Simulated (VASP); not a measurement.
ZnS: single point with r2SCAN

The system is ZnS.

```xyz
4
Lattice="4.1113 0.0000 0.0000 -2.0556 3.5605 0.0000 0.0000 0.0000 6.4956" Properties=species:S:1:pos:R:3 pbc="T T T"
Zn    0.0000    2.3736    0.0350
Zn    2.0556    1.1868    3.2828
S     0.0000    2.3736    2.4658
S     2.0556    1.1868    5.7136
```

This cell differs from its parent crystal: strain +0.080 along x and y, +0.040 along z.

| Quantity | Value |
| --- | --- |
| Program | VASP 6.6.1 |
| Task | single point |
| Functional | r2SCAN |
| Potentials or basis | VASP PAW PBE potentials, release 64 (Zn, S) |
| Cutoff | 520 eV |
| k mesh | 6 × 6 × 4 |
| Occupations | gaussian, width 0.05 eV |
| Spin | no spin polarisation |
| Dipole correction | no |
| Further INCAR settings | ALGO = Normal; EDIFF = 1e-06; NBANDS = 26 |

The pressure is -9.9 GPa, the largest force is 0.062 eV/Å and the band gap on the k mesh is 1.93 eV.

Forces on the atoms (eV/Å):
```
Zn   0.000  0.000 -0.062
Zn   0.000  0.000 -0.062
S    0.000  0.000  0.062
S    0.000  0.000  0.062
```

Stress tensor (GPa, compression positive):
```
-10.69   0.00   0.00
  0.00 -10.69   0.00
  0.00   0.00  -8.19
```

Levels at points of the mesh, in eV from the valence-band top:
```
           k point  band 16  band 17  band 18  band 19  band 20  band 21
(0.00, 0.00, 0.00)    -0.01    -0.01     0.00     1.93     3.02     6.73
(0.50, 0.00, 0.00)    -1.75    -1.24    -0.61     3.96     4.25     5.69
(0.00, 0.00, 0.50)    -0.40    -0.40    -0.40     3.38     3.38     7.03
(0.50, 0.00, 0.50)    -1.22    -1.15    -1.15     3.86     3.86     5.77
```

Wall time 76 s on 1 thread of Intel(R) Xeon(R) 6975P-C (Granite Rapids), with other jobs on the host, peak memory 0.24 GiB.

Caveat: the cell differs from its parent crystal (strain +0.080 along x and y, +0.040 along z); the cell stands under tension; the PAW data sets were made with another functional, which shifts forces and pressure a little.
